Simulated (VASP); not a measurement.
# K2S (Fm-3m) in VASP: a series of runs

K2S is run at these levels: PBE, r2SCAN, PBEsol; tasks: single point, relaxation of cell and atoms.

Program: VASP 6.6.1. These are calculated values, not measurements. Logs are shortened: lines on timing, memory, paths and dates and some standing lists are left out, and cuts for length are marked.

### 1 The cell of the first run

Symmetry: Fm-3m, No. 225, cubic system. The conventional cell has a = 7.461 Å, b = 7.461 Å, c = 7.461 Å, α = 90.00°, β = 90.00°, γ = 90.00°. K (site symmetry -43m) has 4 S at 3.23 Å and 6 K at 3.73 Å within 4.3 Å. Within 4.3 Å of S (site symmetry m-3m) lie 8 K at 3.23 Å.

### 2 Single point, PBE

INCAR

```
SYSTEM = K2S
PREC = Accurate
ENCUT = 500
EDIFF = 1E-6
ISMEAR = -1
SIGMA = 0.02
LREAL = .FALSE.
LASPH = .TRUE.
NELM = 120
ALGO = Normal
ISIF = 2
LWAVE = .FALSE.
LCHARG = .FALSE.
GGA = PE
NBANDS = 19
GGA_COMPAT = .FALSE.
```

KPOINTS

```
Automatic mesh
0
G
  6 6 6
  0 0 0
```

POSCAR

```
K2S
1.0
    0.0000000000      3.7306299260      3.7306299260
    3.7306299260      0.0000000000      3.7306299260
    3.7306299260      3.7306299260      0.0000000000
K S
2 1
Direct
    0.2500000000      0.2500000000      0.2500000000
    0.7500000000      0.7500000000      0.7500000000
    0.0000000000      0.0000000000      0.0000000000
```

Potentials or basis: VASP PAW PBE potentials, release 64 (K_sv, S).

On the command line:

```console
$ cat potpaw_PBE.64/K_sv/POTCAR potpaw_PBE.64/S/POTCAR > POTCAR
$ mpirun -np 1 vasp_std > vasp.out
```

OUTCAR:

```text
SYSTEM = K2S
   PREC = Accurate
   ENCUT = 500
   EDIFF = 1E-6
   ISMEAR = -1
   LREAL = .FALSE.
   LASPH = .TRUE.
   NELM = 120
   ISIF = 2
   GGA = PE

 ion  position               nearest neighbor table
   1  0.250  0.250  0.250-   3 3.23   3 3.23   3 3.23   3 3.23   2 3.73   2 3.73   2 3.73   2 3.73
                             2 3.73   2 3.73
   2  0.750  0.750  0.750-   3 3.23   3 3.23   3 3.23   3 3.23   1 3.73   1 3.73   1 3.73   1 3.73
                             1 3.73   1 3.73
   3  0.000  0.000  0.000-   2 3.23   2 3.23   2 3.23   1 3.23   1 3.23   1 3.23   2 3.23   1 3.23

  LATTYP: Found a face centered cubic cell.
 ALAT       =     7.4612598520

  Lattice vectors:

 A1 = (   0.0000000000,   3.7306299260,   3.7306299260)
 A2 = (   3.7306299260,   0.0000000000,   3.7306299260)
 A3 = (   3.7306299260,   3.7306299260,   0.0000000000)

Analysis of symmetry for initial positions (statically):
=====================================================================
 Subroutine PRICEL returns:
 Original cell was already a primitive cell.

 Routine SETGRP: Setting up the symmetry group for a
 face centered cubic supercell.

 Subroutine GETGRP returns: Found 48 space group operations
 (whereof 48 operations were pure point group operations)
 out of a pool of 48 trial point group operations.

The static configuration has the point symmetry O_h .

Analysis of symmetry for dynamics (positions and initial velocities):
=====================================================================
 Subroutine PRICEL returns:
 Original cell was already a primitive cell.

 Routine SETGRP: Setting up the symmetry group for a
 face centered cubic supercell.

 Subroutine GETGRP returns: Found 48 space group operations
 (whereof 48 operations were pure point group operations)
 out of a pool of 48 trial point group operations.

The dynamic configuration has the point symmetry O_h .

 Subroutine INISYM returns: Found 48 space group operations
 (whereof 48 operations are pure point group operations),
 and found     1 'primitive' translations

----------------------------------------------------------------------------------------

                                     Primitive cell

  volume of cell :     103.8428

  direct lattice vectors                    reciprocal lattice vectors
     0.000000000  3.730629926  3.730629926    -0.134025623  0.134025623  0.134025623
     3.730629926  0.000000000  3.730629926     0.134025623 -0.134025623  0.134025623
     3.730629926  3.730629926  0.000000000     0.134025623  0.134025623 -0.134025623

  length of vectors
     5.275907438  5.275907438  5.275907438     0.232139189  0.232139189  0.232139189

  position of ions in fractional coordinates (direct lattice)
     0.250000000  0.250000000  0.250000000
     0.750000000  0.750000000  0.750000000
     0.000000000  0.000000000  0.000000000

  ion indices of the primitive-cell ions
   primitive index   ion index
                 1           1
                 2           2
                 3           3

----------------------------------------------------------------------------------------

 KPOINTS: Automatic mesh

Automatic generation of k-mesh.
 Grid dimensions read from file:
 generate k-points for:    6    6    6

 Generating k-lattice:

  Cartesian coordinates                     Fractional coordinates (reciprocal lattice)
    -0.022337604  0.022337604  0.022337604     0.166666667  0.000000000  0.000000000
     0.022337604 -0.022337604  0.022337604     0.000000000  0.166666667  0.000000000
     0.022337604  0.022337604 -0.022337604     0.000000000  0.000000000  0.166666667

  Length of vectors
     0.038689865  0.038689865  0.038689865

  Shift w.r.t. Gamma in fractional coordinates (k-lattice)
     0.000000000  0.000000000  0.000000000

 Subroutine IBZKPT returns following result:
 ===========================================

 Found     16 irreducible k-points:

 Following reciprocal coordinates:
            Coordinates               Weight
  0.000000  0.000000  0.000000      1.000000
  0.166667  0.000000  0.000000      8.000000
  0.333333  0.000000  0.000000      8.000000
  0.500000  0.000000  0.000000      4.000000
  0.166667  0.166667  0.000000      6.000000
  0.333333  0.166667  0.000000     24.000000
[... 8 lines left out ...]
 -0.333333  0.333333  0.166667     24.000000
 -0.333333  0.500000  0.166667     12.000000
   k-points           NKPTS =     16   k-points in BZ     NKDIM =     16   number of bands    NBANDS=     19
   number of dos      NEDOS =    301   number of ions     NIONS =      3
   total plane-waves  NPLWV =  64000
   dimension x,y,z NGX =    40 NGY =   40 NGZ =   40
   dimension x,y,z NGXF=    80 NGYF=   80 NGZF=   80
   ions per type =               2   1
   NGX,Y,Z   is equivalent  to a cutoff of  12.60, 12.60, 12.60 a.u.
   NGXF,Y,Z  is equivalent  to a cutoff of  25.21, 25.21, 25.21 a.u.
 SYSTEM =  K2S
   PREC   = accura    normal or accurate (medium, high low for compatibility)
   ISTART =      0    job   : 0-new  1-cont  2-samecut
   ICHARG =      2    charge: 1-file 2-atom 10-const
   ISPIN  =      1    spin polarized calculation?
   LNONCOLLINEAR =      F non collinear calculations
   LSORBIT =      F    spin-orbit coupling
   LASPH  =      T    aspherical Exc in radial PAW
   ENCUT  =  500.0 eV  36.75 Ry    6.06 a.u.   9.62  9.62  9.62*2*pi/ulx,y,z
   NELM   =    120;   NELMIN=  2; NELMDL= -5     # of ELM steps
   EDIFF  = 0.1E-05   stopping-criterion for ELM
   LREAL  =      F    real-space projection
   EDIFFG = 0.1E-04   stopping-criterion for IOM
   NSW    =      0    number of steps for IOM
   IBRION =     -1    ionic relax: 0-MD 1-quasi-New 2-CG
   NFREE  =      0    steps in history (QN), initial steepest desc. (CG)
   ISIF   =      2    stress and relaxation
   ISYM   =      2    0-nonsym 1-usesym 2-fastsym
   POTIM  = 0.5000    time-step for ionic-motion
   TEBEG  =    0.0;   TEEND  =   0.0 temperature during run
   PSTRESS=    0.0 pullay stress
   NELECT =      24.0000    total number of electrons
   NUPDOWN=      -1.0000    fix difference up-down
   EMIN   =  10.00;   EMAX   =-10.00  energy-range for DOS
   EFERMI =   0.00;   METHOD = LEGACY
   ISMEAR =    -1;   SIGMA  =   0.02  broadening in eV -4-tet -1-fermi 0-gaus
   EFERMI_NEDOS =   21; number of points for ismear=-14 and -15
   IALGO  =     38    algorithm
   IMIX   =      4    mixing-type and parameters
     AMIX     =   0.40;   BMIX     =  1.00
     AMIX_MAG =   1.60;   BMIX_MAG =  1.00
  volume/ion in A,a.u.               =      34.61       233.59
  Fermi-wavevector in a.u.,A,eV,Ry     =   1.004661  1.898535 13.732968  1.009345
  Thomas-Fermi vector in A             =   2.137292
   LORBIT       =      0    0 simple, 1 ext, 2 COOP (PROOUT), +10 PAW based schemes
   GGA     = PE    functional components
   LHFCALC =     F    Hartree Fock is set to
   AEXX    =    0.0000 exact exchange contribution
   IVDW    =     0    specifies the selected vdW correction
   LEPSILON=     F    determine dielectric tensor
   LRPA    =     F    only Hartree local field effects (RPA)
 non-spin polarized calculation
  energy-cutoff  :      500.00
  volume of cell :      103.84
 maximum number of plane-waves:      2685
 NGX is ok and might be reduce to    40
   NGX = 19   NGY = 19   NGZ = 19

 number of electron      24.0000000 magnetization

 Free energy of the ion-electron system (eV)
  ---------------------------------------------------
  ext. energy  EPLUGINS =         0.00000000
  ---------------------------------------------------
  free energy    TOTEN  =        -9.42076769 eV

  energy without entropy =       -9.42076769  energy(sigma->0) =       -9.42076769

 E-fermi :   0.1141     XC(G=0):  -7.2543

 val. band max:       -0.4220779544   @ k =   0.5000   0.5000   0.0000
 cond. band min:       1.9001784558   @ k =   0.0000   0.0000   0.0000
 fundamental gap:      2.3222564102
 Fermi energy:         0.1140844530

 k-point     1 :       0.0000    0.0000    0.0000
  band No.  band energies     occupation
      1     -29.6858      2.00000
      2     -29.6107      2.00000
      3     -13.2725      2.00000
      4     -13.2725      2.00000
      5     -13.2725      2.00000
      6     -13.0496      2.00000
[... 11 lines left out ...]
     18       6.9718      0.00000
     19       7.8717      0.00000

 k-point     2 :       0.1667    0.0000    0.0000
  band No.  band energies     occupation
      1     -29.6805      2.00000
      2     -29.6155      2.00000
      3     -13.2665      2.00000
      4     -13.2594      2.00000
      5     -13.2594      2.00000
      6     -13.0878      2.00000
[... 11 lines left out ...]
     18       7.1259      0.00000
     19       7.3870      0.00000

 k-point     3 :       0.3333    0.0000    0.0000
  band No.  band energies     occupation
      1     -29.6664      2.00000
      2     -29.6288      2.00000
      3     -13.2575      2.00000
      4     -13.2223      2.00000
      5     -13.2223      2.00000
      6     -13.1575      2.00000
[... 11 lines left out ...]
     18       7.1881      0.00000
     19       7.1886      0.00000

 k-point     4 :       0.5000    0.0000    0.0000
  band No.  band energies     occupation
      1     -29.6474      2.00000
      2     -29.6473      2.00000
      3     -13.2576      2.00000
      4     -13.1859      2.00000
      5     -13.1726      2.00000
      6     -13.1726      2.00000
[... 231 lines left out ...]
     18       7.1004      0.00000
     19       7.5136      0.00000

 k-point    15 :      -0.3333    0.3333    0.1667
  band No.  band energies     occupation
      1     -29.6471      2.00000
      2     -29.6471      2.00000
      3     -13.4025      2.00000
      4     -13.3291      2.00000
      5     -13.1780      2.00000
      6     -13.1757      2.00000
[... 11 lines left out ...]
     18       6.8175      0.00000
     19       7.4943      0.00000

 k-point    16 :      -0.3333    0.5000    0.1667
  band No.  band energies     occupation
      1     -29.6532      2.00000
      2     -29.6408      2.00000
      3     -13.4397      2.00000
      4     -13.3463      2.00000
      5     -13.2527      2.00000
      6     -13.0962      2.00000
[... 11 lines left out ...]
     18       7.0341      0.00000
     19       7.2605      0.00000

------------------------ aborting loop because EDIFF is reached ----------------------------------------

  FORCE on cell =-STRESS in cart. coord.  units (eV):
  Direction    XX          YY          ZZ          XY          YZ          ZX
  --------------------------------------------------------------------------------------
  -------------------------------------------------------------------------------------
  Total        0.0239450      0.0239450      0.0239450      0.0000000     -0.0000000     -0.0000000
  in kB        0.3694439      0.3694439      0.3694439      0.0000000     -0.0000000     -0.0000000
  external PRESSURE =       0.3694439 kB  Pullay stress =       0.0000000 kB

 VOLUME and BASIS-vectors are now :
 -----------------------------------------------------------------------------
  energy-cutoff  :      500.00
  volume of cell :      103.84
      direct lattice vectors                 reciprocal lattice vectors
     0.000000000  3.730629926  3.730629926    -0.134025623  0.134025623  0.134025623
     3.730629926  0.000000000  3.730629926     0.134025623 -0.134025623  0.134025623
     3.730629926  3.730629926  0.000000000     0.134025623  0.134025623 -0.134025623

 POSITION                                       TOTAL-FORCE (eV/Angst)
 -----------------------------------------------------------------------------------
      1.86531      1.86531      1.86531        -0.000000     -0.000000     -0.000000
      5.59594      5.59594      5.59594         0.000000      0.000000      0.000000
      0.00000      0.00000      0.00000         0.000000     -0.000000      0.000000
 -----------------------------------------------------------------------------------
    total drift:                               -0.000000     -0.000000      0.000000

  FREE ENERGIE OF THE ION-ELECTRON SYSTEM (eV)
  ---------------------------------------------------
  free  energy   TOTEN  =        -9.4207676912 eV

  energy  without entropy=       -9.4207676912  energy(sigma->0) =       -9.42076769
```

Wall time 54 s (1 thread of Intel Xeon 8259CL, shared host); peak memory 0.24 GiB.

What came out:

```
Free energy            : -9.4208 eV
Pressure               : 0.0 GPa
Band gap on the k mesh : 2.32 eV (least direct gap 2.50 eV)
```

A k mesh can miss the band edges.

[end of part 1 of 2]
